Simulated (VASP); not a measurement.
# Pd (Im-3m) in VASP: notebook

Runs on Pd. Level: PBEsol. Tasks: single point.

Program: VASP 6.6.1. These are calculated values, not measurements. Logs are shortened: lines on timing, memory, paths and dates and some standing lists are left out, and cuts for length are marked.

## (1) The cell of the first run

The structure is cubic, space group Im-3m (No. 229). Conventional cell: a = 2.883 Å, b = 2.883 Å, c = 2.883 Å, α = 90.00°, β = 90.00°, γ = 90.00°. Within 3.3 Å of Pd (site symmetry m-3m) lie 14 Pd at 2.50 to 2.88 Å.

## (2) Single point, PBEsol

INCAR

```
PREC     = Accurate       # precision mode
ENCUT    = 500            # plane-wave cutoff, eV
EDIFF    = 1E-6           # SCF threshold, eV
ISMEAR   = -1             # smearing method
SIGMA    = 0.08           # smearing width, eV
LREAL    = False          # projectors in reciprocal space
LASPH    = True           # aspherical terms in the spheres
NELM     = 120            # most SCF steps
ALGO     = Normal         # electronic algorithm
ISIF     = 2              # what is computed and relaxed
LWAVE    = False          # write WAVECAR
LCHARG   = True           # write CHGCAR
GGA      = PS             # functional
LELF     = True           # ELF
LVHAR    = True         
NBANDS   = 11             # bands
GGA_COMPAT= False
```

KPOINTS

```
Automatic mesh
0
Gamma
  19 19 19
```

POSCAR

```
Pd
1.0
   -1.4416452672      1.4416452672      1.4416452672
    1.4416452672     -1.4416452672      1.4416452672
    1.4416452672      1.4416452672     -1.4416452672
Pd
1
Direct
    0.0000000000      0.0000000000      0.0000000000
```

Potentials or basis: VASP PAW PBE potentials, release 64 (Pd).

Launch:

```
$ cat potpaw_PBE.64/Pd/POTCAR > POTCAR
$ mpirun -np 1 vasp_std > vasp.out
```

OUTCAR:

```text
PREC = Accurate
   ENCUT = 500
   EDIFF = 1E-6
   ISMEAR = -1
   LREAL = False
   LASPH = True
   NELM = 120
   ISIF = 2
   GGA = PS

 ion  position               nearest neighbor table
   1  0.000  0.000  0.000-

  LATTYP: Found a body centered cubic cell.
 ALAT       =     2.8832905344

  Lattice vectors:

 A1 = (  -1.4416452672,   1.4416452672,   1.4416452672)
 A2 = (   1.4416452672,  -1.4416452672,   1.4416452672)
 A3 = (   1.4416452672,   1.4416452672,  -1.4416452672)

Analysis of symmetry for initial positions (statically):
=====================================================================
 Subroutine PRICEL returns:
 Original cell was already a primitive cell.

 Routine SETGRP: Setting up the symmetry group for a
 body centered cubic supercell.

 Subroutine GETGRP returns: Found 48 space group operations
[... 9 lines left out ...]

 Routine SETGRP: Setting up the symmetry group for a
 body centered cubic supercell.

 Subroutine GETGRP returns: Found 48 space group operations
[... 11 lines left out ...]
                                     Primitive cell

  volume of cell :      11.9849

  direct lattice vectors                    reciprocal lattice vectors
    -1.441645267  1.441645267  1.441645267     0.000000000  0.346825957  0.346825957
     1.441645267 -1.441645267  1.441645267     0.346825957  0.000000000  0.346825957
     1.441645267  1.441645267 -1.441645267     0.346825957  0.346825957  0.000000000

  length of vectors
     2.497002849  2.497002849  2.497002849     0.490485973  0.490485973  0.490485973

  position of ions in fractional coordinates (direct lattice)
     0.000000000  0.000000000  0.000000000

  ion indices of the primitive-cell ions
   primitive index   ion index
                 1           1

----------------------------------------------------------------------------------------

 KPOINTS: Automatic mesh

Automatic generation of k-mesh.
 Grid dimensions read from file:
 generate k-points for:   19   19   19

 Generating k-lattice:

  Cartesian coordinates                     Fractional coordinates (reciprocal lattice)
     0.000000000  0.018253998  0.018253998     0.052631579  0.000000000  0.000000000
     0.018253998  0.000000000  0.018253998     0.000000000  0.052631579  0.000000000
     0.018253998  0.018253998  0.000000000     0.000000000  0.000000000  0.052631579

  Length of vectors
     0.025815051  0.025815051  0.025815051

  Shift w.r.t. Gamma in fractional coordinates (k-lattice)
     0.000000000  0.000000000  0.000000000

 Subroutine IBZKPT returns following result:
 ===========================================

 Found    220 irreducible k-points:

 Following reciprocal coordinates:
            Coordinates               Weight
  0.000000  0.000000  0.000000      1.000000
  0.052632  0.000000  0.000000     12.000000
  0.105263  0.000000  0.000000     12.000000
  0.157895  0.000000  0.000000     12.000000
  0.210526  0.000000  0.000000     12.000000
  0.263158  0.000000  0.000000     12.000000
[... 16 lines left out ...]
  0.263158  0.105263  0.000000     48.000000
  0.315789  0.105263 -0.000000     48.000000
 [... further k-points ...]
   k-points           NKPTS =    220   k-points in BZ     NKDIM =    220   number of bands    NBANDS=     11
   number of dos      NEDOS =    301   number of ions     NIONS =      1
   total plane-waves  NPLWV =   5832
   dimension x,y,z NGX =    18 NGY =   18 NGZ =   18
   dimension x,y,z NGXF=    36 NGYF=   36 NGZF=   36
   ions per type =               1
   NGX,Y,Z   is equivalent  to a cutoff of  11.98, 11.98, 11.98 a.u.
   NGXF,Y,Z  is equivalent  to a cutoff of  23.97, 23.97, 23.97 a.u.
 SYSTEM =  unknown system
   PREC   = accura    normal or accurate (medium, high low for compatibility)
   ISTART =      0    job   : 0-new  1-cont  2-samecut
   ICHARG =      2    charge: 1-file 2-atom 10-const
   ISPIN  =      1    spin polarized calculation?
   LNONCOLLINEAR =      F non collinear calculations
   LSORBIT =      F    spin-orbit coupling
   LASPH  =      T    aspherical Exc in radial PAW
   ENCUT  =  500.0 eV  36.75 Ry    6.06 a.u.   4.55  4.55  4.55*2*pi/ulx,y,z
   NELM   =    120;   NELMIN=  2; NELMDL= -5     # of ELM steps
   EDIFF  = 0.1E-05   stopping-criterion for ELM
   LREAL  =      F    real-space projection
   EDIFFG = 0.1E-04   stopping-criterion for IOM
   NSW    =      0    number of steps for IOM
   IBRION =     -1    ionic relax: 0-MD 1-quasi-New 2-CG
   NFREE  =      0    steps in history (QN), initial steepest desc. (CG)
   ISIF   =      2    stress and relaxation
   ISYM   =      2    0-nonsym 1-usesym 2-fastsym
   POTIM  = 0.5000    time-step for ionic-motion
   TEBEG  =    0.0;   TEEND  =   0.0 temperature during run
   PSTRESS=    0.0 pullay stress
   NELECT =      10.0000    total number of electrons
   NUPDOWN=      -1.0000    fix difference up-down
   EMIN   =  10.00;   EMAX   =-10.00  energy-range for DOS
   EFERMI =   0.00;   METHOD = LEGACY
   ISMEAR =    -1;   SIGMA  =   0.08  broadening in eV -4-tet -1-fermi 0-gaus
   EFERMI_NEDOS =   21; number of points for ismear=-14 and -15
   IALGO  =     38    algorithm
   IMIX   =      4    mixing-type and parameters
     AMIX     =   0.40;   BMIX     =  1.00
     AMIX_MAG =   1.60;   BMIX_MAG =  1.00
  volume/ion in A,a.u.               =      11.98        80.88
  Fermi-wavevector in a.u.,A,eV,Ry     =   1.541215  2.912473 32.318492  2.375342
  Thomas-Fermi vector in A             =   2.647192
   LORBIT       =      0    0 simple, 1 ext, 2 COOP (PROOUT), +10 PAW based schemes
   GGA     = PS    functional components
   LHFCALC =     F    Hartree Fock is set to
   AEXX    =    0.0000 exact exchange contribution
   IVDW    =     0    specifies the selected vdW correction
   LEPSILON=     F    determine dielectric tensor
   LRPA    =     F    only Hartree local field effects (RPA)
 non-spin polarized calculation
  energy-cutoff  :      500.00
  volume of cell :       11.98
 maximum number of plane-waves:       321
   NGX =  9   NGY =  9   NGZ =  9

 number of electron      10.0000000 magnetization

 number of electron       9.9999995 magnetization

 Free energy of the ion-electron system (eV)
  ---------------------------------------------------
  ext. energy  EPLUGINS =         0.00000000
  ---------------------------------------------------
  free energy    TOTEN  =        -5.45441691 eV

  energy without entropy =       -5.43292026  energy(sigma->0) =       -5.44366859

 E-fermi :  13.5470     XC(G=0): -14.7025

 val. band max:       13.5458017328   @ k =  -0.4211   0.4211   0.3684
 cond. band min:      13.5586737746   @ k =  -0.2632   0.3158   0.1053
 fundamental gap:      0.0128720418
 Fermi energy:        13.5469587525

 k-point     1 :       0.0000    0.0000    0.0000
  band No.  band energies     occupation
      1       4.6014      2.00000
      2       9.4612      2.00000
      3       9.4612      2.00000
      4       9.4612      2.00000
      5      12.2072      2.00000
      6      12.2072      2.00000
      7      33.0962      0.00000
      8      33.0962      0.00000
      9      33.0962      0.00000
     10      38.9812      0.00000
     11      44.3261      0.00000

 k-point     2 :       0.0526    0.0000    0.0000
  band No.  band energies     occupation
      1       4.7310      2.00000
      2       9.4081      2.00000
      3       9.4612      2.00000
      4       9.5654      2.00000
      5      12.1391      2.00000
      6      12.2107      2.00000
      7      33.1524      0.00000
      8      33.1666      0.00000
      9      33.2839      0.00000
     10      38.9771      0.00000
     11      43.1494      0.00000

 k-point     3 :       0.1053    0.0000    0.0000
  band No.  band energies     occupation
      1       5.1039      2.00000
      2       9.2575      2.00000
      3       9.4572      2.00000
      4       9.8732      2.00000
      5      11.9736      2.00000
      6      12.2230      2.00000
      7      33.2483      0.00000
      8      33.2596      0.00000
      9      33.8332      0.00000
     10      38.9610      0.00000
     11      41.6004      0.00000

 k-point     4 :       0.1579    0.0000    0.0000
  band No.  band energies     occupation
      1       5.6612      2.00000
      2       9.0324      2.00000
      3       9.4573      2.00000
      4      10.3693      2.00000
      5      11.8058      2.00000
      6      12.2480      2.00000
      7      33.0393      0.00000
      8      33.1626      0.00000
      9      34.7036      0.00000
     10      38.9283      0.00000
     11      40.5988      0.00000

 k-point     5 :       0.2105    0.0000    0.0000
  band No.  band energies     occupation
      1       6.2607      2.00000
      2       8.7642      2.00000
      3       9.5563      2.00000
      4      11.0264      2.00000
      5      11.7267      2.00000
      6      12.2899      2.00000
      7      32.1411      0.00000
      8      32.6560      0.00000
      9      35.8317      0.00000
     10      38.8962      0.00000
     11      40.5141      0.00000

 k-point     6 :       0.2632    0.0000    0.0000
  band No.  band energies     occupation
      1       6.6519      2.00000
      2       8.4859      2.00000
      3       9.9947      2.00000
      4      11.7659      2.00000
      5      11.8023      2.00000
      6      12.3493      2.00000
      7      30.5576      0.00000
      8      31.7808      0.00000
      9      37.1302      0.00000
     10      38.8923      0.00000
     11      39.4426      0.00000

 k-point     7 :       0.3158    0.0000    0.0000
  band No.  band energies     occupation
      1       6.7033      2.00000
      2       8.2273      2.00000
      3      10.8999      2.00000
      4      11.9081      2.00000
      5      12.4220      2.00000
      6      12.6339      1.99998
      7      28.5980      0.00000
      8      30.8041      0.00000
      9      37.4156      0.00000
     10      38.4853      0.00000
     11      38.9060      0.00000

 k-point     8 :       0.3684    0.0000    0.0000
  band No.  band energies     occupation
      1       6.5647      2.00000
      2       8.0127      2.00000
      3      11.8207      2.00000
      4      12.3779      2.00000
      5      12.4974      2.00000
      6      13.4320      1.61590
      7      26.5799      0.00000
      8      29.9392      0.00000
      9      35.6697      0.00000
     10      38.9211      0.00000
     11      39.7500      0.00000
[... 141 lines left out ...]
 k-point    19 :       0.4737    0.0526    0.0000
  band No.  band energies     occupation
      1       6.3702      2.00000
      2       7.7989      2.00000
      3      12.1314      2.00000
      4      12.3682      2.00000
      5      13.7737      0.11098
      6      15.5379      0.00000
      7      23.4884      0.00000
      8      28.9795      0.00000
      9      33.2246      0.00000
     10      38.9519      0.00000
     11      41.3204      0.00000

 k-point    20 :       0.1053    0.1053    0.0000
  band No.  band energies     occupation
      1       5.9853      2.00000
      2       9.0528      2.00000
      3       9.1855      2.00000
      4      10.7886      2.00000
      5      11.6606      2.00000
      6      12.3408      2.00000
      7      32.7911      0.00000
      8      33.4761      0.00000
      9      34.5654      0.00000
     10      38.8435      0.00000
     11      40.1650      0.00000

 k-point    21 :       0.1579    0.1053    0.0000
  band No.  band energies     occupation
      1       6.5770      2.00000
      2       8.8322      2.00000
      3       9.1319      2.00000
      4      11.5292      2.00000
      5      11.5781      2.00000
      6      12.4458      2.00000
      7      32.1155      0.00000
      8      32.6032      0.00000
      9      35.3748      0.00000
     10      38.4670      0.00000
     11      39.4231      0.00000

 k-point    22 :       0.2105    0.1053    0.0000
  band No.  band energies     occupation
      1       6.9796      2.00000
      2       8.5564      2.00000
      3       9.3974      2.00000
      4      11.5849      2.00000
      5      12.3437      2.00000
      6      12.6752      1.99996
      7      30.6161      0.00000
      8      31.6428      0.00000
      9      36.2268      0.00000
     10      37.2979      0.00000
     11      39.0739      0.00000

 k-point    23 :       0.2632    0.1053    0.0000
  band No.  band energies     occupation
      1       7.0239      2.00000
      2       8.3030      2.00000
      3      10.0589      2.00000
      4      11.7233      2.00000
      5      12.5841      1.99999
      6      13.5943      0.71225
      7      28.6544      0.00000
      8      30.7236      0.00000
      9      35.3575      0.00000
     10      37.8928      0.00000
     11      39.0237      0.00000

 k-point    24 :       0.3158    0.1053   -0.0000
  band No.  band energies     occupation
      1       6.8709      2.00000
      2       8.1006      2.00000
      3      10.8369      2.00000
      4      11.9300      2.00000
      5      12.7562      1.99990
      6      14.7099      0.00000
      7      26.6168      0.00000
      8      29.9088      0.00000
      9      34.0972      0.00000
     10      38.9058      0.00000
     11      39.1654      0.00000

 [... further k-points ...]
[... 5 lines left out ...]
  --------------------------------------------------------------------------------------
  -------------------------------------------------------------------------------------
  Total        5.1231930      5.1231930      5.1231930      0.0000000      0.0000000      0.0000000
  in kB      684.8825138    684.8825138    684.8825138      0.0000000      0.0000000      0.0000000
  external PRESSURE =     684.8825138 kB  Pullay stress =       0.0000000 kB

 VOLUME and BASIS-vectors are now :
 -----------------------------------------------------------------------------
  energy-cutoff  :      500.00
  volume of cell :       11.98
      direct lattice vectors                 reciprocal lattice vectors
    -1.441645267  1.441645267  1.441645267     0.000000000  0.346825957  0.346825957
     1.441645267 -1.441645267  1.441645267     0.346825957  0.000000000  0.346825957
     1.441645267  1.441645267 -1.441645267     0.346825957  0.346825957  0.000000000

 POSITION                                       TOTAL-FORCE (eV/Angst)
 -----------------------------------------------------------------------------------
      0.00000      0.00000      0.00000        -0.000000     -0.000000      0.000000
 -----------------------------------------------------------------------------------
    total drift:                                0.000000      0.000000      0.000000

  FREE ENERGIE OF THE ION-ELECTRON SYSTEM (eV)
  ---------------------------------------------------
  free  energy   TOTEN  =        -5.4544169126 eV

  energy  without entropy=       -5.4329202623  energy(sigma->0) =       -5.44366859
```

It took 19 s on 1 thread of Intel Xeon 6975P-C, shared host; peak memory 0.14 GiB.

What came out:

* Free energy: -5.4544 eV
* Pressure: 68.5 GPa
* Band gap on the k mesh: zero (band 5 reaches 14.43 eV, above the bottom of band 6 at 12.07 eV)

Caveat: the PAW data sets were made with another functional, which shifts forces and pressure a little.

(Continued in part 2 of 2.)
